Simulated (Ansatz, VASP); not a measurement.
TaN: VASP beside Ansatz

```
Ta N
1.0
     0.00000    2.17427    2.17427
     2.17427    0.00000    2.17427
     2.17427    2.17427    0.00000
Ta N
1 1
Direct
  0.49826 0.50698 0.50174
  0.02254 0.90985 0.97746
```

Change from the starting cell: mode 4 frozen in at -0.245 Å and mode 6 at -0.147 Å (largest displacements).

Alike in both runs: task single point; functional LDA; k mesh 18 × 18 × 18; occupations gaussian, width 0.15 eV; no spin polarisation.

|  | VASP | Ansatz |
| --- | --- | --- |
| version | VASP 6.6.1 | Ansatz 0.2.0 |
| potentials or method | VASP PAW LDA potentials, release 64 (Ta_pv, N), cutoff 520 eV | scalar-relativistic, plane waves, PAW |
| valence electrons in the cell | 16 | 18 |

```csv
,VASP,Ansatz,Ansatz less VASP
gap on the k mesh at the Fermi level (eV),none,none,-
pressure (GPa),19.8,17.5,-2.36
"traceless stress, the component that is largest in VASP (GPa)",21.58,21.09,-0.488
rms of the force components (eV/Å),2.193,2.141,-0.0527
```

LDA's correlation is that of Perdew and Zunger in VASP and of Perdew and Wang (1992) in Ansatz. Atom by atom the forces differ by 0.053 eV/Å (rms over components). A gap of «none» marks a metal or a gap that the smearing closes. VASP's potentials hold 16 valence electrons a cell and Ansatz's 18, so a difference there can come from the potentials and not from the codes.

Neither program's run includes spin-orbit coupling.
